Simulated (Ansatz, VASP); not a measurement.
# One calculation of GaP, two programs

POSCAR

```
GaP
1.0
    0.0000000000      2.7254101929      2.7254101929
    2.7254101929      0.0000000000      2.7254101929
    2.7254101929      2.7254101929      0.0000000000
Ga P
1 1
Direct
    0.0000000000      0.0000000000      0.0000000000
    0.2500000000      0.2500000000      0.2500000000
```

File INCAR.step1:

```
PREC     = Accurate       # precision mode
ENCUT    = 520            # plane-wave cutoff, eV
EDIFF    = 1E-5           # SCF threshold, eV
ISMEAR   = 0              # smearing method
SIGMA    = 0.01           # smearing width, eV
LREAL    = F              # projectors in reciprocal space
LASPH    = T              # aspherical terms in the spheres
NELM     = 80             # most SCF steps
ALGO     = Normal         # electronic algorithm
ISIF     = 2              # what is computed and relaxed
LWAVE    = T              # write WAVECAR
GGA      = PE             # functional
NBANDS   = 16             # bands
```

The input INCAR.step2:

```
PREC     = Accurate       # precision mode
ENCUT    = 520            # plane-wave cutoff, eV
EDIFF    = 1E-7           # SCF threshold, eV
ISMEAR   = 0              # smearing method
SIGMA    = 0.01           # smearing width, eV
LREAL    = F              # projectors in reciprocal space
LASPH    = T              # aspherical terms in the spheres
NELM     = 80             # most SCF steps
ALGO     = Normal         # electronic algorithm
ISIF     = 2              # what is computed and relaxed
LWAVE    = F              # write WAVECAR
LCHARG   = T              # write CHGCAR
GGA      = PE             # functional
LHFCALC  = T              # exact exchange
HFSCREEN = 0.2079         # screening, 1/A
PRECFOCK = Normal       
LELF     = T              # ELF
LVHAR    = T            
ISTART   = 1            
NBANDS   = 16             # bands
```

KPOINTS

```
Automatic mesh
0
Gamma
  6 6 6
```

Input for Ansatz:

```yaml
crystal:
  lattice:
    - [0.0, 2.7254101929, 2.7254101929]
    - [2.7254101929, 0.0, 2.7254101929]
    - [2.7254101929, 2.7254101929, 0.0]
  atoms:
    - { symbol: Ga, position: [0.0, 0.0, 0.0] }
    - { symbol: P, position: [0.25, 0.25, 0.25] }
kpoints:
  mp_grid: { grid: [6, 6, 6] }
  band_path:
    path:
      - [0.0, 0.0, 0.0]
      - [-0.5, -0.5, 0.0]
      - [-0.375, -0.375, 0.25]
      - [-0.375, 0.0, 0.375]
      - [0.0, 0.0, 0.5]
      - [-0.5, -0.25, 0.25]
      - [-0.45, -0.45, 0.0]
    npoints: 1
hamiltonian:
  xc: hse06
scf:
  occupations: { method: fixed }
  n_extra_bands: 4
output:
  forces: true
  stress: true
  eigenvalues: true
```

Alike in both runs: task single point; functional HSE06; k mesh 6 × 6 × 6; no spin polarisation.

|  | VASP | Ansatz |
| --- | --- | --- |
| version | VASP 6.6.1 | Ansatz 0.2.0 |
| potentials or method | VASP PAW PBE potentials, release 64 (Ga_d, P) | plane waves, PAW |
| plane-wave cutoff (eV) | 520 | 420 |
| occupations | gaussian, width 0.01 eV | fixed |
| valence electrons in the cell | 18 | 18 |

Ansatz gave:

```
gap on the k mesh at the Fermi level (eV) : 2.29
pressure (GPa)                            : 0.7
```

**Question.** Estimate VASP's values.

**Answer.** gap on the k mesh at the Fermi level (eV): 2.29; pressure (GPa): 0.5.

Ansatz's warnings: stress exchange threshold loose, stress scf threshold loose.
